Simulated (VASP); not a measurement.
The system is MnSe.

```
Mn Se
1.0
     0.00000    2.72000    2.72000
     2.72000    0.00000    2.72000
     2.72000    2.72000    0.00000
Mn Se
1 1
Direct
  0.00000 0.00000 0.00000
  0.50000 0.50000 0.50000
```

Base run:

* Program: VASP 6.6.1
* Functional: LDA
* Potentials or basis: VASP PAW LDA potentials, release 64 (Mn_pv, Se)
* Cutoff: 500 eV
* k mesh: 9 × 9 × 9
* Occupations: fermi-dirac, width 0.3 eV
* Spin: collinear spin, ferromagnetic start
* Starting moments: [4.68, 0.18] μB
* Fixed moment: 4.8 μB

Its results: pressure -6.5 GPa; site moments Mn +4.23; Se +0.15 μB.

**Question.** The run is repeated on the same cell with these changes: fixed moment from 4.8 μB to 4 μB; moments at the start from [4.68, 0.18] to [4.11, 0.01]. What comes out?

**Answer.** Pressure -11.8 GPa; site moments Mn +3.71; Se +0.01 μB.

Caveats: the cell stands under tension; so wide a smearing shifts energies and pressures; the total moment is fixed, so each spin has its own Fermi level and the state may be an excited one; a cell with one magnetic atom can't hold antiferromagnetic order, which such compounds often take.
